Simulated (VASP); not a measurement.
# SnO in VASP: single point with PBE+D3(BJ)

Aim: the single point of SnO with PBE+D3(BJ).

Everything below comes from runs of VASP 6.6.1. Logs are shortened: lines on timing, memory, paths and dates and some standing lists are left out, and cuts for length are marked.

### Step 1. The cell of the first run

The cell holds a slab with vacuum, 8 atoms: a = 3.820 Å, b = 3.820 Å, c = 22.226 Å, α = 90.00°, β = 90.00°, γ = 90.00°.

### Step 2. Single point, PBE+D3(BJ)

File INCAR:

```
SYSTEM = SnO
PREC     = Accurate       ! precision mode
ENCUT    = 520            ! plane-wave cutoff, eV
EDIFF    = 1E-7           ! SCF threshold, eV
ISMEAR   = 0              ! smearing method
SIGMA    = 0.05           ! smearing width, eV
LREAL    = .FALSE.        ! projectors in reciprocal space
LASPH    = .TRUE.         ! aspherical terms in the spheres
NELM     = 80             ! most SCF steps
ALGO     = Normal         ! electronic algorithm
ISIF     = 2              ! what is computed and relaxed
LWAVE    = .FALSE.        ! write WAVECAR
LCHARG   = .TRUE.         ! write CHGCAR
LDIPOL   = .TRUE.       
IDIPOL   = 3            
DIPOL    = 0.5 0.5 0.403
GGA      = PE             ! functional
IVDW     = 12             ! dispersion correction
LELF     = .TRUE.         ! ELF
LVHAR    = .TRUE.       
LVACPOTAV= .TRUE.       
NBANDS   = 50             ! bands
```

File KPOINTS:

```
Automatic mesh
0
G
  7 7 1
  0 0 0
```

File POSCAR:

```
SnO
1.0
    3.8201635894      0.0000000000      0.0000000000
    0.0000000000      3.8201635894      0.0000000000
    0.0000000000      0.0000000000     22.2260803631
Sn O
4 4
Direct
    0.7500000000      0.2500000000      0.2024648488
    0.2500000000      0.7500000000      0.3087831984
    0.2500000000      0.7500000000      0.4977503906
   -0.2500000000      1.2500000000      0.6040687401
    0.2500000000      0.2500000000      0.2556240236
    0.7500000000      0.7500000000      0.2556240236
   -0.2500000000      0.7500000000      0.5509095654
    0.2500000000      1.2500000000      0.5509095654
```

Potentials or basis: VASP PAW PBE potentials, release 64 (Sn_d, O).

Command:

```sh
cat potpaw_PBE.64/Sn_d/POTCAR potpaw_PBE.64/O/POTCAR > POTCAR
mpirun -np 1 vasp_std > vasp.out
```

OUTCAR:

```text
SYSTEM = SnO
   PREC = Accurate
   ENCUT = 520
   EDIFF = 1E-7
   ISMEAR = 0
   LREAL = .FALSE.
   LASPH = .TRUE.
   NELM = 80
   ISIF = 2
   GGA = PE
   IVDW = 12
 IVDW          = 12

 ion  position               nearest neighbor table
   1  0.750  0.250  0.202-   5 2.25   6 2.25   6 2.25   5 2.25   2 3.59   2 3.59   2 3.59   2 3.59

   2  0.250  0.750  0.309-   5 2.25   6 2.25   5 2.25   6 2.25   1 3.59   1 3.59   1 3.59   1 3.59

   3  0.250  0.750  0.498-   7 2.25   8 2.25   8 2.25   7 2.25   4 3.59   4 3.59   4 3.59   4 3.59

   4  0.750  0.250  0.604-   7 2.25   8 2.25   7 2.25   8 2.25   3 3.59   3 3.59   3 3.59   3 3.59

   5  0.250  0.250  0.256-   1 2.25   2 2.25   2 2.25   1 2.25
   6  0.750  0.750  0.256-   1 2.25   2 2.25   1 2.25   2 2.25
   7  0.750  0.750  0.551-   4 2.25   4 2.25   3 2.25   3 2.25
   8  0.250  0.250  0.551-   4 2.25   4 2.25   3 2.25   3 2.25

  LATTYP: Found a simple tetragonal cell.
 ALAT       =     3.8201635894
 C/A-ratio  =     5.8180964880

  Lattice vectors:

 A1 = (   3.8201635894,   0.0000000000,   0.0000000000)
 A2 = (   0.0000000000,   3.8201635894,   0.0000000000)
 A3 = (   0.0000000000,   0.0000000000,  22.2260803631)

Analysis of symmetry for initial positions (statically):
=====================================================================
 Subroutine PRICEL returns:
 Original cell was already a primitive cell.

 Routine SETGRP: Setting up the symmetry group for a
 simple tetragonal supercell.

 Subroutine GETGRP returns: Found 16 space group operations
 (whereof  2 operations were pure point group operations)
 out of a pool of 16 trial point group operations.

The static configuration has the point symmetry C_1h.
 The point group associated with its full space group is D_4h.

Analysis of symmetry for dynamics (positions and initial velocities):
=====================================================================
 Subroutine PRICEL returns:
 Original cell was already a primitive cell.

 Routine SETGRP: Setting up the symmetry group for a
 simple tetragonal supercell.

 Subroutine GETGRP returns: Found 16 space group operations
 (whereof  2 operations were pure point group operations)
 out of a pool of 16 trial point group operations.

The dynamic configuration has the point symmetry C_1h.
 The point group associated with its full space group is D_4h.

 Subroutine INISYM returns: Found 16 space group operations
 (whereof  2 operations are pure point group operations),
 and found     1 'primitive' translations

----------------------------------------------------------------------------------------

                                     Primitive cell

  volume of cell :     324.3596

  direct lattice vectors                    reciprocal lattice vectors
     3.820163589  0.000000000  0.000000000     0.261768895  0.000000000  0.000000000
     0.000000000  3.820163589  0.000000000     0.000000000  0.261768895  0.000000000
     0.000000000  0.000000000 22.226080363     0.000000000  0.000000000  0.044992189

  length of vectors
     3.820163589  3.820163589 22.226080363     0.261768895  0.261768895  0.044992189

  position of ions in fractional coordinates (direct lattice)
     0.750000000  0.250000000  0.202464849
     0.250000000  0.750000000  0.308783198
     0.250000000  0.750000000  0.497750391
     0.750000000  0.250000000  0.604068740
     0.250000000  0.250000000  0.255624024
     0.750000000  0.750000000  0.255624024
     0.750000000  0.750000000  0.550909565
     0.250000000  0.250000000  0.550909565

  ion indices of the primitive-cell ions
   primitive index   ion index
                 1           1
                 2           2
                 3           3
                 4           4
                 5           5
                 6           6
                 7           7
                 8           8

----------------------------------------------------------------------------------------

 KPOINTS: Automatic mesh

Automatic generation of k-mesh.
 Grid dimensions read from file:
 generate k-points for:    7    7    1

 Generating k-lattice:

  Cartesian coordinates                     Fractional coordinates (reciprocal lattice)
     0.037395556  0.000000000  0.000000000     0.142857143  0.000000000  0.000000000
     0.000000000  0.037395556  0.000000000     0.000000000  0.142857143  0.000000000
     0.000000000  0.000000000  0.044992189     0.000000000  0.000000000  1.000000000

  Length of vectors
     0.037395556  0.037395556  0.044992189

  Shift w.r.t. Gamma in fractional coordinates (k-lattice)
     0.000000000  0.000000000  0.000000000

 Subroutine IBZKPT returns following result:
 ===========================================

 Found     10 irreducible k-points:

 Following reciprocal coordinates:
            Coordinates               Weight
  0.000000  0.000000  0.000000      1.000000
  0.142857  0.000000  0.000000      4.000000
  0.285714  0.000000  0.000000      4.000000
  0.428571  0.000000  0.000000      4.000000
  0.142857  0.142857  0.000000      4.000000
  0.285714  0.142857  0.000000      8.000000
  0.428571  0.142857  0.000000      8.000000
  0.285714  0.285714  0.000000      4.000000
  0.428571  0.285714  0.000000      8.000000
  0.428571  0.428571  0.000000      4.000000
   k-points           NKPTS =     10   k-points in BZ     NKDIM =     10   number of bands    NBANDS=     50
   number of dos      NEDOS =    301   number of ions     NIONS =      8
   total plane-waves  NPLWV = 131712
   dimension x,y,z NGX =    28 NGY =   28 NGZ =  168
   dimension x,y,z NGXF=    56 NGYF=   56 NGZF=  336
   ions per type =               4   4
   NGX,Y,Z   is equivalent  to a cutoff of  12.19, 12.19, 12.57 a.u.
   NGXF,Y,Z  is equivalent  to a cutoff of  24.37, 24.37, 25.13 a.u.
 SYSTEM =  SnO
   PREC   = accura    normal or accurate (medium, high low for compatibility)
   ISTART =      0    job   : 0-new  1-cont  2-samecut
   ICHARG =      2    charge: 1-file 2-atom 10-const
   ISPIN  =      1    spin polarized calculation?
   LNONCOLLINEAR =      F non collinear calculations
   LSORBIT =      F    spin-orbit coupling
   LASPH  =      T    aspherical Exc in radial PAW
   ENCUT  =  520.0 eV  38.22 Ry    6.18 a.u.   7.10  7.10 41.33*2*pi/ulx,y,z
   NELM   =     80;   NELMIN=  2; NELMDL= -5     # of ELM steps
   EDIFF  = 0.1E-06   stopping-criterion for ELM
   LREAL  =      F    real-space projection
   EDIFFG = 0.1E-05   stopping-criterion for IOM
   NSW    =      0    number of steps for IOM
   IBRION =     -1    ionic relax: 0-MD 1-quasi-New 2-CG
   NFREE  =      0    steps in history (QN), initial steepest desc. (CG)
   ISIF   =      2    stress and relaxation
   ISYM   =      2    0-nonsym 1-usesym 2-fastsym
   POTIM  = 0.5000    time-step for ionic-motion
   TEBEG  =    0.0;   TEEND  =   0.0 temperature during run
   PSTRESS=    0.0 pullay stress
   NELECT =      80.0000    total number of electrons
   NUPDOWN=      -1.0000    fix difference up-down
   EMIN   =  10.00;   EMAX   =-10.00  energy-range for DOS
   EFERMI =   0.00;   METHOD = LEGACY
   ISMEAR =     0;   SIGMA  =   0.05  broadening in eV -4-tet -1-fermi 0-gaus
   EFERMI_NEDOS =   21; number of points for ismear=-14 and -15
   IALGO  =     38    algorithm
   IMIX   =      4    mixing-type and parameters
     AMIX     =   0.40;   BMIX     =  1.00
     AMIX_MAG =   1.60;   BMIX_MAG =  1.00
  volume/ion in A,a.u.               =      40.54       273.61
  Fermi-wavevector in a.u.,A,eV,Ry     =   1.026666  1.940118 14.341130  1.054043
  Thomas-Fermi vector in A             =   2.160571
   LORBIT       =      0    0 simple, 1 ext, 2 COOP (PROOUT), +10 PAW based schemes
   GGA     = PE    functional components
   LHFCALC =     F    Hartree Fock is set to
   AEXX    =    0.0000 exact exchange contribution
   IVDW    =    12    specifies the selected vdW correction
   LEPSILON=     F    determine dielectric tensor
   LRPA    =     F    only Hartree local field effects (RPA)
 non-spin polarized calculation
 Gauss-broadening in eV      SIGMA  =   0.05
  energy-cutoff  :      520.00
  volume of cell :      324.36
 maximum number of plane-waves:      8769
   NGX = 15   NGY = 15   NGZ = 83

 dipolmoment           0.000000      0.000000      0.000151 electrons x Angstroem

 number of electron      79.9999970 magnetization

 dipolmoment           0.000000      0.000000     -0.000002 electrons x Angstroem

 Free energy of the ion-electron system (eV)
  ---------------------------------------------------
  ext. energy  EPLUGINS =         0.00000000
  ---------------------------------------------------
  free energy    TOTEN  =       -45.11488249 eV

  energy without entropy =      -45.11488249  energy(sigma->0) =      -45.11488249

 E-fermi :   0.0754     XC(G=0):  -5.3070

 val. band max:       -0.1652353795   @ k =   0.1429   0.1429   0.0000
 cond. band min:       2.2328282423   @ k =   0.4286   0.0000   0.0000
 fundamental gap:      2.3980636218
 Fermi energy:         0.0754292272

 k-point     1 :       0.0000    0.0000    0.0000
  band No.  band energies     occupation
      1     -21.0382      2.00000
      2     -21.0381      2.00000
      3     -20.6776      2.00000
      4     -20.6775      2.00000
      5     -20.6409      2.00000
      6     -20.6409      2.00000
[... 42 lines left out ...]
     49       5.2401      0.00000
     50       5.2401      0.00000

 k-point     2 :       0.1429    0.0000    0.0000
  band No.  band energies     occupation
      1     -21.0292      2.00000
      2     -21.0291      2.00000
      3     -20.6783      2.00000
      4     -20.6781      2.00000
      5     -20.6426      2.00000
      6     -20.6419      2.00000
[... 42 lines left out ...]
     49       5.4175      0.00000
     50       5.5473      0.00000

 k-point     3 :       0.2857    0.0000    0.0000
  band No.  band energies     occupation
      1     -21.0044      2.00000
      2     -21.0042      2.00000
      3     -20.7753      2.00000
      4     -20.7747      2.00000
      5     -20.6466      2.00000
      6     -20.6460      2.00000
[... 42 lines left out ...]
     49       5.6343      0.00000
     50       5.7076      0.00000

 k-point     4 :       0.4286    0.0000    0.0000
  band No.  band energies     occupation
      1     -20.9608      2.00000
      2     -20.9604      2.00000
      3     -20.8862      2.00000
      4     -20.8857      2.00000
      5     -20.6494      2.00000
      6     -20.6490      2.00000
[... 257 lines left out ...]
 k-point     9 :       0.4286    0.2857    0.0000
  band No.  band energies     occupation
      1     -20.9738      2.00000
      2     -20.9733      2.00000
      3     -20.9320      2.00000
      4     -20.9313      2.00000
      5     -20.6427      2.00000
      6     -20.6425      2.00000
[... 42 lines left out ...]
     49       5.6391      0.00000
     50       6.1237      0.00000

 k-point    10 :       0.4286    0.4286    0.0000
  band No.  band energies     occupation
      1     -20.9798      2.00000
      2     -20.9792      2.00000
      3     -20.9659      2.00000
      4     -20.9652      2.00000
      5     -20.6445      2.00000
      6     -20.6443      2.00000
[... 42 lines left out ...]
     49       5.8995      0.00000
     50       5.9963      0.00000

------------------------ aborting loop because EDIFF is reached ----------------------------------------

 Edisp (eV)   -1.23641

 E8    (eV) :    -0.5462

  FORCE on cell =-STRESS in cart. coord.  units (eV):
  Direction    XX          YY          ZZ          XY          YZ          ZX
  --------------------------------------------------------------------------------------
  -------------------------------------------------------------------------------------
  Total       0.26688     0.26688     0.59509     0.00000     0.00000     0.00000
  in kB       1.31824     1.31824     2.93947     0.00000     0.00000     0.00000
  external pressure =        1.86 kB  Pullay stress =        0.00 kB

 VOLUME and BASIS-vectors are now :
 -----------------------------------------------------------------------------
  energy-cutoff  :      520.00
  volume of cell :      324.36
      direct lattice vectors                 reciprocal lattice vectors
     3.820163589  0.000000000  0.000000000     0.261768895  0.000000000  0.000000000
     0.000000000  3.820163589  0.000000000     0.000000000  0.261768895  0.000000000
     0.000000000  0.000000000 22.226080363     0.000000000  0.000000000  0.044992189

 POSITION                                       TOTAL-FORCE (eV/Angst)
 -----------------------------------------------------------------------------------
      2.86512      0.95504      4.50000        -0.000000      0.000000     -0.085252
      0.95504      2.86512      6.86304        -0.000000      0.000000      0.014256
      0.95504      2.86512     11.06304         0.000000      0.000000     -0.014256
      2.86512      0.95504     13.42608         0.000000     -0.000000      0.085252
      0.95504      0.95504      5.68152         0.000000      0.000000     -0.003770
      2.86512      2.86512      5.68152         0.000000      0.000000     -0.003770
      2.86512      2.86512     12.24456         0.000000      0.000000      0.003770
      0.95504      0.95504     12.24456        -0.000000     -0.000000      0.003770
 -----------------------------------------------------------------------------------
    total drift:                                0.000000      0.000000     -0.000105

  FREE ENERGIE OF THE ION-ELECTRON SYSTEM (eV)
  ---------------------------------------------------
  free  energy   TOTEN  =       -46.3512908540 eV

  energy  without entropy=      -46.3512908540  energy(sigma->0) =      -46.35129085

 vacuum level on the upper side and lower side of the slab         4.946         4.946
```

Run time: 6.4 min. Hardware: 1 thread of AMD EPYC 7R43 (Zen 3), shared host; peak memory 0.35 GiB.

What came out:

| Property | Result |
| --- | --- |
| Free energy | -46.3513 eV |
| Largest force | 0.085 eV/Å |
| Band gap on the k mesh | 2.40 eV (least direct gap 2.54 eV) |
| Dispersion energy per atom | -0.155 eV |

Forces in eV/Å, atoms in the order of the input:
```
Sn   0.000  0.000 -0.085
Sn   0.000  0.000  0.014
Sn   0.000  0.000 -0.014
Sn   0.000  0.000  0.085
O    0.000  0.000 -0.004
O    0.000  0.000 -0.004
O    0.000  0.000  0.004
O    0.000  0.000  0.004
```

Caveat: spin-orbit coupling is left out, which moves the levels of the heavy elements.
